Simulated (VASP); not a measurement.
# MgO (P6_3mc) in VASP: notebook

The runs below take MgO through single point, with LDA.

Program: VASP 6.6.1. These are calculated values, not measurements. Logs are shortened: lines on timing, memory, paths and dates and some standing lists are left out, and cuts for length are marked.

## (1) The cell of the first run

Symmetry: P6_3mc, No. 186, hexagonal system. Conventional cell: a = 3.308 Å, b = 3.308 Å, c = 4.983 Å, α = 90.00°, β = 90.00°, γ = 120.00°. Mg (site symmetry 3m) has 4 O at 1.97 to 1.99 Å within 2.6 Å. Within 2.6 Å of O (site symmetry 3m) lie 4 Mg at 1.97 to 1.99 Å.

## (2) Single point, LDA

File INCAR:

```
SYSTEM = MgO
ALGO = Normal
EDIFF = 1E-6
ENCUT = 750
GGA_COMPAT = .FALSE.
ISIF = 2
ISMEAR = 0
LASPH = .TRUE.
LCHARG = .FALSE.
LREAL = .FALSE.
LWAVE = .FALSE.
NBANDS = 24
NELM = 120
PREC = Accurate
SIGMA = 0.01
```

File KPOINTS:

```
k-points
0
G
  7 7 4
  0 0 0
```

File POSCAR:

```
MgO
1.0
    3.3077870000      0.0000000000      0.0000000000
   -1.6538930000      2.8646280000      0.0000000000
    0.0000000000      0.0000000000      4.9828820000
Mg O
2 2
Direct
    0.3333333333      0.6666666667      0.0021600000
    0.6666666667      0.3333333333      0.5021600000
    0.3333333333      0.6666666667      0.4024400000
    0.6666666667      0.3333333333      0.9024400000
```

Potentials or basis: VASP PAW LDA potentials, release 64 (Mg_sv, O).

Run with:

```
cat potpaw_LDA.64/Mg_sv/POTCAR potpaw_LDA.64/O/POTCAR > POTCAR
mpirun -np 1 vasp_std > vasp.out
```

OUTCAR:

```text
SYSTEM = MgO
   EDIFF = 1E-6
   ENCUT = 750
   ISIF = 2
   ISMEAR = 0
   LASPH = .TRUE.
   LREAL = .FALSE.
   NELM = 120
   PREC = Accurate

 ion  position               nearest neighbor table
   1  0.333  0.667  0.002-   4 1.97   4 1.97   4 1.97   3 1.99
   2  0.667  0.333  0.502-   3 1.97   3 1.97   3 1.97   4 1.99
   3  0.333  0.667  0.402-   2 1.97   2 1.97   2 1.97   1 1.99
   4  0.667  0.333  0.902-   1 1.97   1 1.97   1 1.97   2 1.99

  LATTYP: Found a hexagonal cell.
 ALAT       =     3.3077870000
 C/A-ratio  =     1.5064095723

  Lattice vectors:

 A1 = (   3.3077870000,   0.0000000000,   0.0000000000)
 A2 = (  -1.6538930000,   2.8646280000,   0.0000000000)
 A3 = (   0.0000000000,   0.0000000000,   4.9828820000)

Analysis of symmetry for initial positions (statically):
=====================================================================
 Subroutine PRICEL returns:
 Original cell was already a primitive cell.

 Routine SETGRP: Setting up the symmetry group for a
 hexagonal supercell.

 Subroutine GETGRP returns: Found 12 space group operations
 (whereof  6 operations were pure point group operations)
 out of a pool of 24 trial point group operations.

The static configuration has the point symmetry C_3v.
 The point group associated with its full space group is C_6v.

Analysis of symmetry for dynamics (positions and initial velocities):
=====================================================================
 Subroutine PRICEL returns:
 Original cell was already a primitive cell.

 Routine SETGRP: Setting up the symmetry group for a
 hexagonal supercell.

 Subroutine GETGRP returns: Found 12 space group operations
 (whereof  6 operations were pure point group operations)
 out of a pool of 24 trial point group operations.

The dynamic configuration has the point symmetry C_3v.
 The point group associated with its full space group is C_6v.

 Subroutine INISYM returns: Found 12 space group operations
 (whereof  6 operations are pure point group operations),
 and found     1 'primitive' translations

----------------------------------------------------------------------------------------

                                     Primitive cell

  volume of cell :      47.2157

  direct lattice vectors                    reciprocal lattice vectors
     3.307787000  0.000000000  0.000000000     0.302316927  0.174542680  0.000000000
    -1.653893000  2.864628000  0.000000000     0.000000000  0.349085466  0.000000000
     0.000000000  0.000000000  4.982882000     0.000000000  0.000000000  0.200687072

  length of vectors
     3.307787000  3.307787120  4.982882000     0.349085479  0.349085466  0.200687072

  position of ions in fractional coordinates (direct lattice)
     0.333333333  0.666666667  0.002160000
     0.666666667  0.333333333  0.502160000
     0.333333333  0.666666667  0.402440000
     0.666666667  0.333333333  0.902440000

  ion indices of the primitive-cell ions
   primitive index   ion index
                 1           1
                 2           2
                 3           3
                 4           4

----------------------------------------------------------------------------------------

 KPOINTS: k-points

Automatic generation of k-mesh.
 Grid dimensions read from file:
 generate k-points for:    7    7    4

 Generating k-lattice:

  Cartesian coordinates                     Fractional coordinates (reciprocal lattice)
     0.043188132  0.024934669  0.000000000     0.142857143  0.000000000  0.000000000
     0.000000000  0.049869352  0.000000000     0.000000000  0.142857143  0.000000000
     0.000000000  0.000000000  0.050171768     0.000000000  0.000000000  0.250000000

  Length of vectors
     0.049869354  0.049869352  0.050171768

  Shift w.r.t. Gamma in fractional coordinates (k-lattice)
     0.000000000  0.000000000  0.000000000

 Subroutine IBZKPT returns following result:
 ===========================================

 Found     24 irreducible k-points:

 Following reciprocal coordinates:
            Coordinates               Weight
  0.000000  0.000000  0.000000      1.000000
  0.142857 -0.000000  0.000000      6.000000
  0.285714  0.000000  0.000000      6.000000
  0.428571 -0.000000  0.000000      6.000000
  0.142857  0.142857  0.000000      6.000000
  0.285714  0.142857  0.000000     12.000000
[... 16 lines left out ...]
  0.428571  0.142857  0.500000      6.000000
  0.285714  0.285714  0.500000      6.000000
   k-points           NKPTS =     24   k-points in BZ     NKDIM =     24   number of bands    NBANDS=     24
   number of dos      NEDOS =    301   number of ions     NIONS =      4
   total plane-waves  NPLWV =  43200
   dimension x,y,z NGX =    30 NGY =   30 NGZ =   48
   dimension x,y,z NGXF=    60 NGYF=   60 NGZF=   96
   ions per type =               2   2
   NGX,Y,Z   is equivalent  to a cutoff of  15.08, 15.08, 16.01 a.u.
   NGXF,Y,Z  is equivalent  to a cutoff of  30.16, 30.16, 32.03 a.u.
 SYSTEM =  MgO
   PREC   = accura    normal or accurate (medium, high low for compatibility)
   ISTART =      0    job   : 0-new  1-cont  2-samecut
   ICHARG =      2    charge: 1-file 2-atom 10-const
   ISPIN  =      1    spin polarized calculation?
   LNONCOLLINEAR =      F non collinear calculations
   LSORBIT =      F    spin-orbit coupling
   LASPH  =      T    aspherical Exc in radial PAW
   ENCUT  =  750.0 eV  55.12 Ry    7.42 a.u.   7.39  7.39 11.13*2*pi/ulx,y,z
   NELM   =    120;   NELMIN=  2; NELMDL= -5     # of ELM steps
   EDIFF  = 0.1E-05   stopping-criterion for ELM
   LREAL  =      F    real-space projection
   EDIFFG = 0.1E-04   stopping-criterion for IOM
   NSW    =      0    number of steps for IOM
   IBRION =     -1    ionic relax: 0-MD 1-quasi-New 2-CG
   NFREE  =      0    steps in history (QN), initial steepest desc. (CG)
   ISIF   =      2    stress and relaxation
   ISYM   =      2    0-nonsym 1-usesym 2-fastsym
   POTIM  = 0.5000    time-step for ionic-motion
   TEBEG  =    0.0;   TEEND  =   0.0 temperature during run
   PSTRESS=    0.0 pullay stress
   NELECT =      32.0000    total number of electrons
   NUPDOWN=      -1.0000    fix difference up-down
   EMIN   =  10.00;   EMAX   =-10.00  energy-range for DOS
   EFERMI =   0.00;   METHOD = LEGACY
   ISMEAR =     0;   SIGMA  =   0.01  broadening in eV -4-tet -1-fermi 0-gaus
   EFERMI_NEDOS =   21; number of points for ismear=-14 and -15
   IALGO  =     38    algorithm
   IMIX   =      4    mixing-type and parameters
     AMIX     =   0.40;   BMIX     =  1.00
     AMIX_MAG =   1.60;   BMIX_MAG =  1.00
  volume/ion in A,a.u.               =      11.80        79.66
  Fermi-wavevector in a.u.,A,eV,Ry     =   1.438013  2.717450 28.135220  2.067880
  Thomas-Fermi vector in A             =   2.557027
   LORBIT       =      0    0 simple, 1 ext, 2 COOP (PROOUT), +10 PAW based schemes
   GGA     = CA    functional components
   LHFCALC =     F    Hartree Fock is set to
   AEXX    =    0.0000 exact exchange contribution
   IVDW    =     0    specifies the selected vdW correction
   LEPSILON=     F    determine dielectric tensor
   LRPA    =     F    only Hartree local field effects (RPA)
 non-spin polarized calculation
 Gauss-broadening in eV      SIGMA  =   0.01
  energy-cutoff  :      750.00
  volume of cell :       47.22
 maximum number of plane-waves:      2227
 NGX is ok and might be reduce to    30
   NGX = 15   NGY = 15   NGZ = 23

 number of electron      32.0000024 magnetization

 Free energy of the ion-electron system (eV)
  ---------------------------------------------------
  ext. energy  EPLUGINS =         0.00000000
  ---------------------------------------------------
  free energy    TOTEN  =       -25.89371334 eV

  energy without entropy =      -25.89371334  energy(sigma->0) =      -25.89371334

 E-fermi :   0.7239     XC(G=0): -10.5388

 val. band max:        0.5818754646   @ k =   0.0000   0.0000   0.0000
 cond. band min:       3.9509624749   @ k =   0.0000   0.0000   0.0000
 fundamental gap:      3.3690870103
 Fermi energy:         0.7239060644

 k-point     1 :       0.0000    0.0000    0.0000
  band No.  band energies     occupation
      1     -70.3153      2.00000
      2     -70.3105      2.00000
      3     -37.8609      2.00000
      4     -37.8093      2.00000
      5     -37.8057      2.00000
      6     -37.8057      2.00000
[... 16 lines left out ...]
     23      16.7246      0.00000
     24      16.7246      0.00000

 k-point     2 :       0.1429   -0.0000    0.0000
  band No.  band energies     occupation
      1     -70.3148      2.00000
      2     -70.3105      2.00000
      3     -37.8581      2.00000
      4     -37.8112      2.00000
      5     -37.8106      2.00000
      6     -37.8074      2.00000
[... 16 lines left out ...]
     23      16.0824      0.00000
     24      16.3716      0.00000

 k-point     3 :       0.2857    0.0000    0.0000
  band No.  band energies     occupation
      1     -70.3134      2.00000
      2     -70.3103      2.00000
      3     -37.8512      2.00000
      4     -37.8217      2.00000
      5     -37.8170      2.00000
      6     -37.8130      2.00000
[... 16 lines left out ...]
     23      14.9353      0.00000
     24      15.7059      0.00000

 k-point     4 :       0.4286   -0.0000    0.0000
  band No.  band energies     occupation
      1     -70.3122      2.00000
      2     -70.3103      2.00000
      3     -37.8438      2.00000
      4     -37.8300      2.00000
      5     -37.8262      2.00000
      6     -37.8196      2.00000
[... 16 lines left out ...]
     23      14.4571      0.00000
     24      16.1715      0.00000

 k-point     5 :       0.1429    0.1429    0.0000
  band No.  band energies     occupation
      1     -70.3137      2.00000
      2     -70.3102      2.00000
      3     -37.8531      2.00000
      4     -37.8172      2.00000
      5     -37.8150      2.00000
      6     -37.8130      2.00000
[... 16 lines left out ...]
     23      14.9197      0.00000
     24      15.9884      0.00000

 k-point     6 :       0.2857    0.1429    0.0000
  band No.  band energies     occupation
      1     -70.3125      2.00000
      2     -70.3103      2.00000
      3     -37.8455      2.00000
      4     -37.8259      2.00000
      5     -37.8232      2.00000
      6     -37.8188      2.00000
[... 16 lines left out ...]
     23      14.4449      0.00000
     24      16.2013      0.00000
[... 379 lines left out ...]
 k-point    21 :       0.1429    0.1429    0.5000
  band No.  band energies     occupation
      1     -70.3121      2.00000
      2     -70.3121      2.00000
      3     -37.8394      2.00000
      4     -37.8394      2.00000
      5     -37.8090      2.00000
      6     -37.8090      2.00000
[... 16 lines left out ...]
     23      15.3815      0.00000
     24      15.3815      0.00000

 k-point    22 :       0.2857    0.1429    0.5000
  band No.  band energies     occupation
      1     -70.3114      2.00000
      2     -70.3114      2.00000
      3     -37.8443      2.00000
      4     -37.8443      2.00000
      5     -37.8129      2.00000
      6     -37.8129      2.00000
[... 16 lines left out ...]
     23      15.6510      0.00000
     24      15.6510      0.00000

 k-point    23 :       0.4286    0.1429    0.5000
  band No.  band energies     occupation
      1     -70.3111      2.00000
      2     -70.3111      2.00000
      3     -37.8469      2.00000
      4     -37.8469      2.00000
      5     -37.8145      2.00000
      6     -37.8145      2.00000
[... 16 lines left out ...]
     23      15.7535      0.00000
     24      15.7535      0.00000

 k-point    24 :       0.2857    0.2857    0.5000
  band No.  band energies     occupation
      1     -70.3110      2.00000
      2     -70.3110      2.00000
      3     -37.8460      2.00000
      4     -37.8460      2.00000
      5     -37.8157      2.00000
      6     -37.8157      2.00000
[... 16 lines left out ...]
     23      16.1329      0.00000
     24      16.1329      0.00000

------------------------ aborting loop because EDIFF is reached ----------------------------------------

  FORCE on cell =-STRESS in cart. coord.  units (eV):
  Direction    XX          YY          ZZ          XY          YZ          ZX
  --------------------------------------------------------------------------------------
  -------------------------------------------------------------------------------------
  Total       -1.2931544     -1.2931547     -1.1949842     -0.0000002      0.0000000      0.0000000
  in kB      -43.8808042    -43.8808173    -40.5495811     -0.0000077      0.0000000      0.0000000
  external PRESSURE =     -42.7704009 kB  Pullay stress =       0.0000000 kB

 VOLUME and BASIS-vectors are now :
 -----------------------------------------------------------------------------
  energy-cutoff  :      750.00
  volume of cell :       47.22
      direct lattice vectors                 reciprocal lattice vectors
     3.307787000  0.000000000  0.000000000     0.302316927  0.174542680  0.000000000
    -1.653893000  2.864628000  0.000000000     0.000000000  0.349085466  0.000000000
     0.000000000  0.000000000  4.982882000     0.000000000  0.000000000  0.200687072

 POSITION                                       TOTAL-FORCE (eV/Angst)
 -----------------------------------------------------------------------------------
      0.00000      1.90975      0.01076         0.000000      0.000000      0.033476
      1.65389      0.95488      2.50220        -0.000000     -0.000000      0.033476
      0.00000      1.90975      2.00531         0.000000     -0.000000     -0.033476
      1.65389      0.95488      4.49675        -0.000000      0.000000     -0.033476
 -----------------------------------------------------------------------------------
    total drift:                               -0.000001      0.000000      0.002485

  FREE ENERGIE OF THE ION-ELECTRON SYSTEM (eV)
  ---------------------------------------------------
  free  energy   TOTEN  =       -25.8937133440 eV

  energy  without entropy=      -25.8937133440  energy(sigma->0) =      -25.89371334
```

It took 37 s on 1 thread of Intel Xeon Platinum 8559C (Emerald Rapids), shared host; peak memory 0.18 GiB.

What came out:

* Free energy: -25.8937 eV
* Pressure: -4.3 GPa
* Largest force: 0.033 eV/Å
* Band gap on the k mesh: 3.37 eV

Forces in eV/Å, atoms in the order of the input:
```
Mg   0.000  0.000  0.033
Mg   0.000  0.000  0.033
O    0.000  0.000 -0.033
O    0.000  0.000 -0.033
```

Levels at points of the mesh, in eV from the valence-band top:
| k point | band 13 | band 14 | band 15 | band 16 | band 17 | band 18 | band 19 | band 20 |
| --- | --- | --- | --- | --- | --- | --- | --- | --- |
| (0.00, 0.00, 0.00) | -0.79 | -0.45 | -0.45 | 0.00 | 3.37 | 8.33 | 10.17 | 13.82 |
| (0.00, 0.00, 0.50) | -0.63 | -0.63 | -0.63 | -0.63 | 5.87 | 5.87 | 12.98 | 12.98 |

Caveat: the cell stands under tension.

## (3) Single point, LDA

Changes to INCAR since step 2:

```diff
@@ -4,2 +4,3 @@
 ENCUT = 750
+GGA = CA
 GGA_COMPAT = .FALSE.
```

KPOINTS is that of step 2.

POSCAR is that of step 2.

Potentials or basis: VASP PAW LDA potentials, release 64 (Mg_sv, O).

Run with:

```
cat potpaw_LDA.64/Mg_sv/POTCAR potpaw_LDA.64/O/POTCAR > POTCAR
mpirun -np 1 vasp_std > vasp.out
```

It took 33 s on 1 thread of Intel Xeon Platinum 8488C (Sapphire Rapids), shared host; peak memory 0.18 GiB.

Results (log left out):

```
Free energy            : -25.8937 eV
Pressure               : -4.3 GPa
Largest force          : 0.033 eV/Å
Band gap on the k mesh : 3.37 eV
```

Forces in eV/Å, atoms in the order of the input:
```
Mg   0.000  0.000  0.033
Mg   0.000  0.000  0.033
O    0.000  0.000 -0.033
O    0.000  0.000 -0.033
```

Stress tensor (GPa, compression positive):
```
-4.39  0.00  0.00
 0.00 -4.39  0.00
 0.00  0.00 -4.05
```

Levels at points of the mesh, in eV from the valence-band top:
```csv
k point,band 12,band 13,band 14,band 15,band 16,band 17,band 18,band 19,band 20,band 21
"(0.00, 0.00, 0.00)",-0.79,-0.79,-0.45,-0.45,0.00,3.37,8.33,10.17,13.82,13.82
"(0.00, 0.00, 0.50)",-2.06,-0.63,-0.63,-0.63,-0.63,5.87,5.87,12.98,12.98,14.30
```

Caveat: the cell stands under tension.
